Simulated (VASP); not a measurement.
Set up this calculation in VASP 6.6.1, as the native input.

```yaml
Task: single point
Functional: LDA
Potentials_or_basis: VASP PAW LDA potentials, release 64 (Si, Mg)
Cutoff: 520 eV
k_mesh: 3 × 3 × 3
Occupations: gaussian, width 0.02 eV
Spin: no spin polarisation
Dipole_correction: no
Further_INCAR_settings: LREAL = Auto; ALGO = Normal; EDIFF = 1e-06; NBANDS = 87
```

The structure of MgSi32 (a cell with a defect) lies in POSCAR:

```
MgSi32
1.0
    5.4019422878      5.4019422878      5.4019422878
   -5.4019422878     -5.4019422878      5.4019422878
    5.4019422878     -5.4019422878     -5.4019422878
Si Mg
32 1
Direct
    0.7469905515      0.2489145889      0.7479478520
   -0.0006978476      0.0001980351      0.7341135221
    0.7506547547      0.4991593983      0.4992460236
   -0.0007183244      0.2525320061      0.5013314763
    0.2517224044      0.0002288535      0.5013955044
    0.2480432748      0.7478230101      0.7479412095
    0.4982362260      0.4991361449      0.7515592489
    0.7332139032      0.0002383008      0.0003337963
    0.7469836884      0.7478356852      0.2490216405
   -0.0006905167      0.5012771306      0.2526217680
    0.2654898274      0.2663351994      0.2664624905
    0.5003735457      0.0002034613      0.2526369797
    0.4982298532      0.7514752792      0.4992119138
   -0.0007559734      0.7340030956      0.0002661335
    0.2517321229      0.5012898593      0.0003125882
    0.5003415303      0.2525324177      0.0002682876
    0.4993593440      0.2502391256      0.7503163702
    0.7461812971      0.0001719125      0.7471403694
    0.5121812825      0.5130452656      0.5131254765
    0.7492952376      0.2501951654      0.5002905119
   -0.0006579797      0.0002123186      0.4874555597
   -0.0006373484      0.7470922594      0.7471955117
    0.2492963803      0.5001611408      0.7502654929
    0.4864988338      0.0001936937      0.0002835894
    0.4993631136      0.7502385099      0.2503175694
    0.7492961083      0.5001633732      0.2502689992
   -0.0006219746      0.2533785163      0.2534536581
    0.2524147515      0.0001495014      0.2534067719
    0.2492973816      0.7501897415      0.5002911827
    0.7461417998      0.7470780150      0.0002940434
   -0.0006341376      0.4873698051      0.0002819753
    0.2524120862      0.2533173932      0.0002740673
   -0.0006708611      0.0002093221      0.0002814427
```

This cell differs from its parent crystal: with an interstitial atom, then relaxed in part.

The input as run:

INCAR

```
PREC = Accurate
ENCUT = 520
EDIFF = 1E-6
ISMEAR = 0
SIGMA = 0.02
LREAL = Auto
LASPH = True
NELM = 60
ALGO = Normal
ISIF = 2
LWAVE = False
LCHARG = True
GGA = CA
LELF = True
LVHAR = True
NBANDS = 87
```

KPOINTS

```
regular mesh
0
Gamma
  3 3 3
```

Potentials or basis: VASP PAW LDA potentials, release 64 (Si, Mg).

Run with:

```bash
$ cat potpaw_LDA.64/Si/POTCAR potpaw_LDA.64/Mg/POTCAR > POTCAR
$ mpirun -np 1 vasp_std > vasp.out
```

Results of the run:

- Pressure: 1.3 GPa
- Largest force: 0.006 eV/Å
- Band gap on the k mesh: zero (bands 65 and 66 overlap by 0.60 eV)

Caveat: the cell differs from its parent crystal (with an interstitial atom, then relaxed in part).

Run time: 13 min on 1 thread of AMD EPYC 9R45 96-Core Processor (Zen 5) (shared host), peak memory 0.77 GiB.
